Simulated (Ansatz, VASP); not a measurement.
Two plane-wave programs on Zn

POSCAR

```
Zn
1.0
   -1.5690370000      1.5690370000      1.5690370000
    1.5690370000     -1.5690370000      1.5690370000
    1.5690370000      1.5690370000     -1.5690370000
Zn
1
Direct
    0.0000000000      0.0000000000      0.0000000000
```

INCAR.step1

```
SYSTEM = Zn
ALGO = Normal ; EDIFF = 1E-5
ENCUT = 520 ; GGA = PE
ISIF = 2 ; ISMEAR = -1
LASPH = .True. ; LCHARG = .False.
LREAL = .False. ; LWAVE = .True.
NBANDS = 12 ; NELM = 100
PREC = Accurate ; SIGMA = 0.05
```

File INCAR.step2:

```
SYSTEM = Zn
AEXX = 0.25 ; ALGO = Normal
EDIFF = 1E-6 ; ENCUT = 520
ISIF = 2 ; ISMEAR = -1
ISTART = 1 ; LASPH = .True.
LCHARG = .False. ; LHFCALC = .True.
LMIXTAU = .True. ; LREAL = .False.
LWAVE = .False. ; METAGGA = R2SCAN
NBANDS = 12 ; NELM = 100
PREC = Accurate ; PRECFOCK = Normal
SIGMA = 0.05
```

KPOINTS

```
k-points
0
Gamma
  7 7 7
  0 0 0
```

Contents of input.yaml:

```yaml
crystal:
  lattice:
    - [-1.569037, 1.569037, 1.569037]
    - [1.569037, -1.569037, 1.569037]
    - [1.569037, 1.569037, -1.569037]
  atoms:
    - { symbol: Zn, position: [0.0, 0.0, 0.0] }
hamiltonian:
  xc: r2scan0
  pseudopotentials: { kind: paw }
kpoints:
  mp_grid: { grid: [7, 7, 7] }
scf:
  occupations: { method: fermi_dirac, width: 0.05 }
  n_extra_bands: 6
output:
  forces: true
  stress: true
  eigenvalues: true
  dos: { projected: true, de: 0.05 }
```

Alike in both runs: functional r2SCAN0; k mesh 7 × 7 × 7; occupations fermi-dirac, width 0.05 eV; no spin polarisation.

|  | VASP | Ansatz |
| --- | --- | --- |
| version | VASP 6.6.1 | Ansatz 0.2.0 |
| potentials or method | VASP PAW PBE potentials, release 64 (Zn) | Ansatz PAW |
| plane-wave cutoff (eV) | 520 | 500 |
| valence electrons in the cell | 12 | 12 |
| task | single point | projected density of states |

|  | VASP | Ansatz | Ansatz less VASP |
| --- | --- | --- | --- |
| gap on the k mesh at the Fermi level (eV) | none | none | - |
| pressure (GPa) | -4.2 | -4.3 | -0.17 |

VASP's potentials were made for PBE, not for r2SCAN0. A gap of «none» marks a metal or a gap that the smearing closes.

The k mesh is coarse, so the values compare programs but aren't converged.
